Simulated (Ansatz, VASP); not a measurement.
# Se: VASP beside Ansatz

File INCAR:

```
  PREC = Accurate
  ENCUT = 600
  EDIFF = 1E-6
  ISMEAR = -1
  SIGMA = 0.1
  LREAL = F
  LASPH = T
  NELM = 80
  ALGO = Normal
  ISIF = 3
  LWAVE = F
  LCHARG = F
  GGA = PS
  IBRION = 2
  NSW = 80
  EDIFFG = -0.01
```

File KPOINTS:

```
Automatic mesh
0
Gamma
  5 5 5
```

The input POSCAR:

```
Se
1.0
    5.5877784105      0.0000000000      0.0000000000
    0.0000000000      5.5877784105      0.0000000000
    0.0000000000      0.0000000000      5.5877784105
Se
8
Direct
    0.0000000000      0.0000000000      0.0000000000
    0.5000000000      0.5000000000      0.5000000000
    0.2500000000      0.0000000000      0.5000000000
    0.7500000000      0.0000000000      0.5000000000
    0.5000000000      0.2500000000      0.0000000000
    0.5000000000      0.7500000000      0.0000000000
    0.0000000000      0.5000000000      0.2500000000
    0.0000000000      0.5000000000      0.7500000000
```

Input for Ansatz:

```yaml
crystal:
  lattice:
    - [5.5877784105, 0.0, 0.0]
    - [0.0, 5.5877784105, 0.0]
    - [0.0, 0.0, 5.5877784105]
  atoms:
    - { symbol: Se, position: [0.0, 0.0, 0.0] }
    - { symbol: Se, position: [0.5, 0.5, 0.5] }
    - { symbol: Se, position: [0.25, 0.0, 0.5] }
    - { symbol: Se, position: [0.75, 0.0, 0.5] }
    - { symbol: Se, position: [0.5, 0.25, 0.0] }
    - { symbol: Se, position: [0.5, 0.75, 0.0] }
    - { symbol: Se, position: [0.0, 0.5, 0.25] }
    - { symbol: Se, position: [0.0, 0.5, 0.75] }
hamiltonian:
  xc: pbesol
  pseudopotentials:
    kind: paw
    azcp:
      Se: "pseudopotentials/Se.paw.azcp"
basis:
  ecutwfc: 420
  fft_grid_basis: typed
kpoints:
  mp_grid: { grid: [5, 5, 5], shift: [0, 0, 0] }
magnetization:
  spin_polarized: false
scf:
  occupations: { method: fermi_dirac, width: 0.1 }
relax:
  max_steps: 60
  f_tol: 0.01
  cell: {}
```

Alike in both runs: task relaxation of cell and atoms; functional PBEsol; k mesh 5 × 5 × 5; occupations fermi-dirac, width 0.1 eV; no spin polarisation.

```csv
,VASP,Ansatz
version,VASP 6.6.1,Ansatz 0.2.0
potentials or method,"VASP PAW PBE potentials, release 64 (Se), cutoff 600 eV","plane waves (420 eV) with PAW, scalar-relativistic"
valence electrons in the cell,48,128
```

```tsv
	VASP	Ansatz	Ansatz less VASP
relaxed volume (Å³/atom)	19.65	19.63	-0.017
relaxed length of the cell vector where the two differ most in proportion (Å)	5.397	5.395	-0.0016
```

VASP's potentials were made for PBE, not for PBEsol, and Ansatz warns of the same on its side. VASP's potentials hold 48 valence electrons a cell and Ansatz's 128, so a difference there can come from the potentials and not from the codes.
